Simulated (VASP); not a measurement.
Crystal: TiS2.

```
CELL_PARAMETERS angstrom
3.39355 0.00000 0.00000
-1.69677 2.93890 0.00000
0.00000 0.00000 5.76168
ATOMIC_POSITIONS crystal
Ti 0.00000 0.00000 0.00000
S 0.33333 0.66667 0.24516
S 0.66667 0.33333 0.75484
```

This cell differs from its parent crystal: epitaxial xy strain -0.5%.

Base run:

- Program: VASP 6.6.1
- Functional: r2SCAN
- Potentials or basis: VASP PAW PBE potentials, release 64 (Ti_sv, S)
- Cutoff: 550 eV
- k mesh: 12 × 12 × 4
- Occupations: fermi-dirac, width 0.02 eV
- Spin: no spin polarisation

Its results: band gap on the k mesh 0.10 eV (least direct gap 0.62 eV); pressure 1.7 GPa; largest force 0.031 eV/Å.

**Question.** The run is repeated on the same cell with these changes: functional from r2SCAN to PBE; cutoff from 550 eV to 500 eV. What comes out?

**Answer.** Band gap on the k mesh zero (bands 12 and 13 overlap by 0.14 eV); pressure 2.1 GPa; largest force 0.119 eV/Å.

Caveats: semilocal functionals underestimate gaps, and a narrow one can read as zero (at least some runs); the PAW data sets were made with another functional, which shifts forces and pressure a little (at least some runs); this functional lacks dispersion, which binds layers or chains, so the pressure and a relaxed spacing across them are unreliable (at least some runs).

A k mesh can miss the band edges.
